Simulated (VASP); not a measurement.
# Cs (Fd-3m) in VASP: a series of runs

Cs is run at these levels: PBE; tasks: single point.

All numbers are computed with VASP 6.6.1; they aren't measurements. Logs are shortened: lines on timing, memory, paths and dates and some standing lists are left out, and cuts for length are marked.

**1. The cell of the first run**

The structure is cubic, space group Fd-3m (No. 227). Conventional cell: a = 11.400 Å, b = 11.400 Å, c = 11.400 Å, α = 90.00°, β = 90.00°, γ = 90.00°.

This isn't the form of Cs at room conditions, which is bcc.

**2. Single point, PBE**

INCAR reads:

```
PREC = Accurate
ENCUT = 500
EDIFF = 1E-6
ISMEAR = -1
SIGMA = 0.1
LREAL = False
LASPH = True
NELM = 120
ALGO = Normal
ISIF = 2
LWAVE = False
LCHARG = False
GGA = PE
NBANDS = 16
GGA_COMPAT = False
```

KPOINTS reads:

```
regular mesh
0
Gamma
  5 5 5
```

POSCAR reads:

```
Cs
1.0
    0.0000000000      5.6998899330      5.6998899330
    5.6998899330      0.0000000000      5.6998899330
    5.6998899330      5.6998899330      0.0000000000
Cs
2
Direct
    0.1250000000      0.1250000000      0.1250000000
    0.8750000000      0.8750000000      0.8750000000
```

Potentials or basis: VASP PAW PBE potentials, release 64 (Cs_sv).

Started as:

```
$ cat potpaw_PBE.64/Cs_sv/POTCAR > POTCAR
$ mpirun -np 1 vasp_std > vasp.out
```

OUTCAR:

```text
PREC = Accurate
   ENCUT = 500
   EDIFF = 1E-6
   ISMEAR = -1
   LREAL = False
   LASPH = True
   NELM = 120
   ISIF = 2
   GGA = PE

 ion  position               nearest neighbor table
   1  0.125  0.125  0.125-
   2  0.875  0.875  0.875-

  LATTYP: Found a face centered cubic cell.
 ALAT       =    11.3997798660

  Lattice vectors:

 A1 = (   0.0000000000,   5.6998899330,   5.6998899330)
 A2 = (   5.6998899330,   0.0000000000,   5.6998899330)
 A3 = (   5.6998899330,   5.6998899330,   0.0000000000)

Analysis of symmetry for initial positions (statically):
=====================================================================
 Subroutine PRICEL returns:
 Original cell was already a primitive cell.

 Routine SETGRP: Setting up the symmetry group for a
 face centered cubic supercell.

 Subroutine GETGRP returns: Found 48 space group operations
 (whereof 12 operations were pure point group operations)
 out of a pool of 48 trial point group operations.

The static configuration has the point symmetry D_3d.
 The point group associated with its full space group is O_h .

Analysis of symmetry for dynamics (positions and initial velocities):
=====================================================================
 Subroutine PRICEL returns:
 Original cell was already a primitive cell.

 Routine SETGRP: Setting up the symmetry group for a
 face centered cubic supercell.

 Subroutine GETGRP returns: Found 48 space group operations
 (whereof 12 operations were pure point group operations)
 out of a pool of 48 trial point group operations.

The dynamic configuration has the point symmetry D_3d.
 The point group associated with its full space group is O_h .

 Subroutine INISYM returns: Found 48 space group operations
 (whereof 12 operations are pure point group operations),
 and found     1 'primitive' translations

----------------------------------------------------------------------------------------

                                     Primitive cell

  volume of cell :     370.3645

  direct lattice vectors                    reciprocal lattice vectors
     0.000000000  5.699889933  5.699889933    -0.087720992  0.087720992  0.087720992
     5.699889933  0.000000000  5.699889933     0.087720992 -0.087720992  0.087720992
     5.699889933  5.699889933  0.000000000     0.087720992  0.087720992 -0.087720992

  length of vectors
     8.060861647  8.060861647  8.060861647     0.151937215  0.151937215  0.151937215

  position of ions in fractional coordinates (direct lattice)
     0.125000000  0.125000000  0.125000000
     0.875000000  0.875000000  0.875000000

  ion indices of the primitive-cell ions
   primitive index   ion index
                 1           1
                 2           2

----------------------------------------------------------------------------------------

 KPOINTS: regular mesh

Automatic generation of k-mesh.
 Grid dimensions read from file:
 generate k-points for:    5    5    5

 Generating k-lattice:

  Cartesian coordinates                     Fractional coordinates (reciprocal lattice)
    -0.017544198  0.017544198  0.017544198     0.200000000  0.000000000  0.000000000
     0.017544198 -0.017544198  0.017544198     0.000000000  0.200000000  0.000000000
     0.017544198  0.017544198 -0.017544198     0.000000000  0.000000000  0.200000000

  Length of vectors
     0.030387443  0.030387443  0.030387443

  Shift w.r.t. Gamma in fractional coordinates (k-lattice)
     0.000000000  0.000000000  0.000000000

 Subroutine IBZKPT returns following result:
 ===========================================

 Found     10 irreducible k-points:

 Following reciprocal coordinates:
            Coordinates               Weight
  0.000000  0.000000  0.000000      1.000000
  0.200000  0.000000  0.000000      8.000000
  0.400000  0.000000  0.000000      8.000000
  0.200000  0.200000  0.000000      6.000000
  0.400000  0.200000  0.000000     24.000000
 -0.400000  0.200000  0.000000     24.000000
 -0.200000  0.200000  0.000000     12.000000
  0.400000  0.400000  0.000000      6.000000
 -0.400000  0.400000  0.000000     12.000000
 -0.400000  0.400000  0.200000     24.000000
   k-points           NKPTS =     10   k-points in BZ     NKDIM =     10   number of bands    NBANDS=     16
   number of dos      NEDOS =    301   number of ions     NIONS =      2
   total plane-waves  NPLWV = 216000
   dimension x,y,z NGX =    60 NGY =   60 NGZ =   60
   dimension x,y,z NGXF=   120 NGYF=  120 NGZF=  120
   ions per type =               2
   NGX,Y,Z   is equivalent  to a cutoff of  12.37, 12.37, 12.37 a.u.
   NGXF,Y,Z  is equivalent  to a cutoff of  24.75, 24.75, 24.75 a.u.
 SYSTEM =  unknown system
   PREC   = accura    normal or accurate (medium, high low for compatibility)
   ISTART =      0    job   : 0-new  1-cont  2-samecut
   ICHARG =      2    charge: 1-file 2-atom 10-const
   ISPIN  =      1    spin polarized calculation?
   LNONCOLLINEAR =      F non collinear calculations
   LSORBIT =      F    spin-orbit coupling
   LASPH  =      T    aspherical Exc in radial PAW
   ENCUT  =  500.0 eV  36.75 Ry    6.06 a.u.  14.70 14.70 14.70*2*pi/ulx,y,z
   NELM   =    120;   NELMIN=  2; NELMDL= -5     # of ELM steps
   EDIFF  = 0.1E-05   stopping-criterion for ELM
   LREAL  =      F    real-space projection
   EDIFFG = 0.1E-04   stopping-criterion for IOM
   NSW    =      0    number of steps for IOM
   IBRION =     -1    ionic relax: 0-MD 1-quasi-New 2-CG
   NFREE  =      0    steps in history (QN), initial steepest desc. (CG)
   ISIF   =      2    stress and relaxation
   ISYM   =      2    0-nonsym 1-usesym 2-fastsym
   POTIM  = 0.5000    time-step for ionic-motion
   TEBEG  =    0.0;   TEEND  =   0.0 temperature during run
   PSTRESS=    0.0 pullay stress
   NELECT =      18.0000    total number of electrons
   NUPDOWN=      -1.0000    fix difference up-down
   EMIN   =  10.00;   EMAX   =-10.00  energy-range for DOS
   EFERMI =   0.00;   METHOD = LEGACY
   ISMEAR =    -1;   SIGMA  =   0.10  broadening in eV -4-tet -1-fermi 0-gaus
   EFERMI_NEDOS =   21; number of points for ismear=-14 and -15
   IALGO  =     38    algorithm
   IMIX   =      4    mixing-type and parameters
     AMIX     =   0.40;   BMIX     =  1.00
     AMIX_MAG =   1.60;   BMIX_MAG =  1.00
  volume/ion in A,a.u.               =     185.18      1249.67
  Fermi-wavevector in a.u.,A,eV,Ry     =   0.597433  1.128985  4.856275  0.356926
  Thomas-Fermi vector in A             =   1.648157
   LORBIT       =      0    0 simple, 1 ext, 2 COOP (PROOUT), +10 PAW based schemes
   GGA     = PE    functional components
   LHFCALC =     F    Hartree Fock is set to
   AEXX    =    0.0000 exact exchange contribution
   IVDW    =     0    specifies the selected vdW correction
   LEPSILON=     F    determine dielectric tensor
   LRPA    =     F    only Hartree local field effects (RPA)
 non-spin polarized calculation
  energy-cutoff  :      500.00
  volume of cell :      370.36
 maximum number of plane-waves:      9417
   NGX = 29   NGY = 29   NGZ = 29

 number of electron      18.0000004 magnetization

 Free energy of the ion-electron system (eV)
  ---------------------------------------------------
  ext. energy  EPLUGINS =         0.00000000
  ---------------------------------------------------
  free energy    TOTEN  =        -1.22648446 eV

  energy without entropy =       -1.16116586  energy(sigma->0) =       -1.19382516

 E-fermi :  -0.4214     XC(G=0):  -4.2412

 val. band max:       -0.4260788154   @ k =  -0.4000   0.4000   0.0000
 cond. band min:      -0.2992193836   @ k =  -0.4000   0.4000   0.0000
 fundamental gap:      0.1268594318
 Fermi energy:        -0.4214353956

 k-point     1 :       0.0000    0.0000    0.0000
  band No.  band energies     occupation
      1     -24.7374      2.00000
      2     -24.7217      2.00000
      3     -11.5772      2.00000
      4     -11.5772      2.00000
      5     -11.5772      2.00000
      6     -11.4832      2.00000
[... 8 lines left out ...]
     15       1.3227      0.00000
     16       1.3227      0.00000

 k-point     2 :       0.2000    0.0000    0.0000
  band No.  band energies     occupation
      1     -24.7363      2.00000
      2     -24.7228      2.00000
      3     -11.5807      2.00000
      4     -11.5807      2.00000
      5     -11.5761      2.00000
      6     -11.4851      2.00000
[... 8 lines left out ...]
     15       1.1332      0.00000
     16       1.3590      0.00000

 k-point     3 :       0.4000    0.0000    0.0000
  band No.  band energies     occupation
      1     -24.7340      2.00000
      2     -24.7251      2.00000
      3     -11.5859      2.00000
      4     -11.5859      2.00000
      5     -11.5742      2.00000
      6     -11.4881      2.00000
[... 8 lines left out ...]
     15       1.1963      0.00000
     16       1.5411      0.00000

 k-point     4 :       0.2000    0.2000    0.0000
  band No.  band energies     occupation
      1     -24.7359      2.00000
      2     -24.7232      2.00000
      3     -11.5846      2.00000
      4     -11.5846      2.00000
      5     -11.5686      2.00000
      6     -11.4927      2.00000
[... 8 lines left out ...]
     15       1.0945      0.00000
     16       1.3491      0.00000

 k-point     5 :       0.4000    0.2000    0.0000
  band No.  band energies     occupation
      1     -24.7338      2.00000
      2     -24.7253      2.00000
      3     -11.5913      2.00000
      4     -11.5896      2.00000
      5     -11.5608      2.00000
      6     -11.5012      2.00000
[... 8 lines left out ...]
     15       1.2232      0.00000
     16       1.4827      0.00000

 k-point     6 :      -0.4000    0.2000    0.0000
  band No.  band energies     occupation
      1     -24.7326      2.00000
      2     -24.7265      2.00000
      3     -11.5950      2.00000
      4     -11.5891      2.00000
      5     -11.5590      2.00000
      6     -11.5031      2.00000
[... 8 lines left out ...]
     15       1.2271      0.00000
     16       1.5696      0.00000

 k-point     7 :      -0.2000    0.2000    0.0000
  band No.  band energies     occupation
      1     -24.7347      2.00000
      2     -24.7244      2.00000
      3     -11.5903      2.00000
      4     -11.5838      2.00000
      5     -11.5678      2.00000
      6     -11.4938      2.00000
[... 8 lines left out ...]
     15       1.2121      0.00000
     16       1.4079      0.00000

 k-point     8 :       0.4000    0.4000    0.0000
  band No.  band energies     occupation
      1     -24.7320      2.00000
      2     -24.7271      2.00000
      3     -11.5947      2.00000
      4     -11.5947      2.00000
      5     -11.5459      2.00000
      6     -11.5169      2.00000
[... 8 lines left out ...]
     15       1.3784      0.00000
     16       1.3784      0.00000

 k-point     9 :      -0.4000    0.4000    0.0000
  band No.  band energies     occupation
      1     -24.7303      2.00000
      2     -24.7288      2.00000
      3     -11.5977      2.00000
      4     -11.5945      2.00000
      5     -11.5388      2.00000
      6     -11.5238      2.00000
[... 8 lines left out ...]
     15       1.2646      0.00000
     16       1.5270      0.00000

 k-point    10 :      -0.4000    0.4000    0.2000
  band No.  band energies     occupation
      1     -24.7315      2.00000
      2     -24.7276      2.00000
      3     -11.5968      2.00000
      4     -11.5934      2.00000
      5     -11.5461      2.00000
      6     -11.5162      2.00000
[... 8 lines left out ...]
     15       1.2546      0.00000
     16       1.3750      0.00000

------------------------ aborting loop because EDIFF is reached ----------------------------------------

  FORCE on cell =-STRESS in cart. coord.  units (eV):
  Direction    XX          YY          ZZ          XY          YZ          ZX
  --------------------------------------------------------------------------------------
  -------------------------------------------------------------------------------------
  Total        0.0128131      0.0128131      0.0128131      0.0000000      0.0000000      0.0000000
  in kB        0.0554289      0.0554289      0.0554289      0.0000000      0.0000000      0.0000000
  external PRESSURE =       0.0554289 kB  Pullay stress =       0.0000000 kB

 VOLUME and BASIS-vectors are now :
 -----------------------------------------------------------------------------
  energy-cutoff  :      500.00
  volume of cell :      370.36
      direct lattice vectors                 reciprocal lattice vectors
     0.000000000  5.699889933  5.699889933    -0.087720992  0.087720992  0.087720992
     5.699889933  0.000000000  5.699889933     0.087720992 -0.087720992  0.087720992
     5.699889933  5.699889933  0.000000000     0.087720992  0.087720992 -0.087720992

 POSITION                                       TOTAL-FORCE (eV/Angst)
 -----------------------------------------------------------------------------------
      1.42497      1.42497      1.42497         0.000000      0.000000      0.000000
      9.97481      9.97481      9.97481        -0.000000     -0.000000     -0.000000
 -----------------------------------------------------------------------------------
    total drift:                               -0.000000      0.000000     -0.000000

  FREE ENERGIE OF THE ION-ELECTRON SYSTEM (eV)
  ---------------------------------------------------
  free  energy   TOTEN  =        -1.2264844566 eV

  energy  without entropy=       -1.1611658643  energy(sigma->0) =       -1.19382516
```

Wall time 59 s (1 thread of AMD EPYC 7R43 (Zen 3), shared host); peak memory 0.42 GiB.

What came out:

```
Free energy : -1.2265 eV
Pressure    : 0.0 GPa
```

Caveat: spin-orbit coupling is left out, which moves the levels of the heavy elements.

(Continued in part 2 of 2.)
